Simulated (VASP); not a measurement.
Runs of VASP 6.6.1 on CaF2 (dlda). The structure is that of space group Fm-3m (No. 225), or close to it. The cells are those of the table. 

| task | cell | k mesh | smearing | gap on the mesh (eV) | pressure (GPa) | relaxed volume (Å³/atom) |
| --- | --- | --- | --- | --- | --- | --- |
| single point | a = 3.863 Å, angles 60.0°, 3 atoms | 6 × 6 × 6 | gaussian 0.1 eV | 6.90 | -6.2 | - |
| relaxation of cell and atoms | relaxed from a = 3.863 Å, angles 60.0°, 3 atoms | 6 × 6 × 6 | gaussian 0.02 eV | (b) | 0.0 | 12.64 |
| single point | a = 3.766 Å, angles 60.0°, 3 atoms | 6 × 6 × 6 | gaussian 0.02 eV | 7.36 | 0.5 | - |
| single point | a = 3.766 Å, angles 60.0°, 3 atoms | 8 × 8 × 8 | gaussian 0.01 eV | 7.36 | 0.5 | - |
| relaxation of cell and atoms | relaxed from a = 3.766 Å, angles 60.0°, 3 atoms | 8 × 8 × 8 | gaussian 0.01 eV | (a) | 0.0 | 12.65 |

Alike in all rows: level LDA; potentials or basis VASP PAW LDA potentials, release 64 (Ca_sv, F); no spin polarisation; cutoff (eV) 600.

Q: Fill in the values left out.

A: (a) 7.33; (b) 7.34.

A k mesh can miss the band edges.
